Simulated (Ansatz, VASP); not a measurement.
# Two plane-wave programs on LiH

```xyz
2
Lattice="2.5072 0.0000 0.0000 0.0000 2.5072 0.0000 0.0000 0.0000 2.5072" Properties=species:S:1:pos:R:3 pbc="T T T"
Li    1.2536    1.2536    1.2536
H     0.0000    0.0000    0.0000
```

Alike in both runs: functional PBE; k mesh 12 × 12 × 12; occupations gaussian, width 0.02 eV; no spin polarisation.

Ansatz relaxed the structure, and its values are those at the end. VASP's run is a single point on that final structure, the one shown.

```csv
,VASP,Ansatz
version,VASP 6.6.1,Ansatz 0.2.0
potentials or method,"VASP PAW PBE potentials, release 64 (Li_sv, H)","scalar-relativistic, plane waves, norm-conserving potentials"
plane-wave cutoff (eV),750,1007
valence electrons in the cell,4,4
```

```tsv
	VASP	Ansatz	Ansatz less VASP
gap on the k mesh at the Fermi level (eV)	0.72	0.72	-0.001
pressure (GPa)	-0.2	0.0	+0.19
```

The functional is the same, so the differences come from potentials, cutoffs and numerics.
